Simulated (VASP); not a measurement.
Input of a VASP 6.6.1 run:

Contents of INCAR:

```
PREC = Accurate ; ENCUT = 520
EDIFF = 1E-7 ; ISMEAR = 0
SIGMA = 0.1 ; LREAL = F
LASPH = T ; NELM = 100
ALGO = Normal ; ISIF = 2
LWAVE = F ; LCHARG = F
GGA = PE ; NBANDS = 31
```

The input KPOINTS:

```
Automatic mesh
0
Gamma
  4 4 4
```

File POSCAR:

```
Al3GaSb4
1.0
    6.2224864000      0.0000000000      0.0000000000
    0.0000000000      6.2224864000      0.0000000000
   -3.1112432000     -3.1112432000      6.2225244000
Al Ga Sb
3 1 4
Direct
    0.5000000000      0.5000000000      0.0000000000
    0.7500000000      0.2500000000      0.5000000000
    0.2500000000      0.7500000000      0.5000000000
    0.0000000000      0.0000000000      0.0000000000
    0.6252060000      0.6252060000      0.7499480000
    0.1247420000      0.1247420000      0.7499480000
    0.3747940000      0.8752580000      0.2500520000
    0.8752580000      0.3747940000      0.2500520000
```

Potentials or basis: VASP PAW PBE potentials, release 64 (Al, Ga_d, Sb).

Launch:

```console
$ cat potpaw_PBE.64/Al/POTCAR potpaw_PBE.64/Ga_d/POTCAR potpaw_PBE.64/Sb/POTCAR > POTCAR
$ mpirun -np 1 vasp_std > vasp.out
```

Predict the pressure.

0.1 GPa.

What does it give for the band gap on the k mesh?

0.73 eV, indirect (least direct gap 0.81 eV).

Forces in eV/Å, atoms in the order of the input:
```
Al   0.000  0.000  0.000
Al   0.000  0.000  0.000
Al   0.000  0.000  0.000
Ga   0.000  0.000  0.000
Sb   0.005  0.005  0.005
Sb  -0.005 -0.005  0.005
Sb  -0.005  0.005 -0.005
Sb   0.005 -0.005 -0.005
```

Caveat: spin-orbit coupling is left out, which moves the levels of the heavy elements. A k mesh can miss the band edges.
